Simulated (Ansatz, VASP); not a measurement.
## Two plane-wave programs on Bi

```
Bi
1.0
    -1.92809    1.92809    2.07771
     1.92809   -1.92809    2.07771
     1.92809    1.92809   -2.07771
Bi
1
Direct
  0.00000 0.00000 0.00000
```

Alike in both runs: task single point; functional PBE; dispersion D3(BJ); k mesh 18 × 18 × 18; occupations gaussian, width 0.15 eV; no spin polarisation.

|  | VASP | Ansatz |
| --- | --- | --- |
| version | VASP 6.6.1 | Ansatz 0.2.0 |
| potentials or method | VASP PAW PBE potentials, release 64 (Bi_d), cutoff 520 eV | scalar-relativistic, plane waves, PAW |
| valence electrons in the cell | 15 | 15 |

```csv
,VASP,Ansatz,Ansatz less VASP
gap on the k mesh at the Fermi level (eV),none,none,-
pressure (GPa),-1.3,-1.3,+0.04
"traceless stress, the component that is largest in VASP (GPa)",-0.57,-0.58,-0.006
```

A gap of «none» marks a metal or a gap that the smearing closes.

Neither program's run includes spin-orbit coupling.
